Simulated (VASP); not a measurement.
Write the native input for VASP 6.6.1 that does the following.

* Task: single point
* Functional: LDA
* Potentials or basis: VASP PAW LDA potentials, release 64 (B, N)
* Cutoff: 520 eV
* k mesh: 10 × 10 × 10
* Occupations: gaussian, width 0.01 eV
* Spin: no spin polarisation
* Dipole correction: no
* Further INCAR settings: ALGO = Normal; EDIFF = 1e-06; NBANDS = 11

The structure of BN lies in POSCAR:

```
BN
1.0
    1.2511200000      0.7223400000      3.3729300000
   -1.2511200000      0.7223400000      3.3729300000
    0.0000000000     -1.4446700000      3.3729300000
B N
1 1
Direct
    0.9996700000      0.9996700000      0.9996700000
    0.3327600000      0.3327600000      0.3327600000
```

One way to write it, as run:

INCAR

```
SYSTEM = BN
PREC = Accurate ; ENCUT = 520
EDIFF = 1E-6 ; ISMEAR = 0
SIGMA = 0.01 ; LREAL = .False.
LASPH = .True. ; NELM = 80
ALGO = Normal ; ISIF = 2
LWAVE = .False. ; LCHARG = .False.
GGA = CA ; NBANDS = 11
```

KPOINTS

```
regular mesh
0
Gamma
  10 10 10
  0 0 0
```

Potentials or basis: VASP PAW LDA potentials, release 64 (B, N).

Command:

```sh
$ cat potpaw_LDA.64/B/POTCAR potpaw_LDA.64/N/POTCAR > POTCAR
$ mpirun -np 1 vasp_std > vasp.out
```

It gave:

The pressure is -3.8 GPa. The band gap on the k mesh is 4.05 eV, indirect (least direct gap 4.75 eV).

Run time: 13 s on 1 thread of Intel(R) Xeon(R) 6975P-C (Granite Rapids) (shared host), peak memory 0.15 GiB.
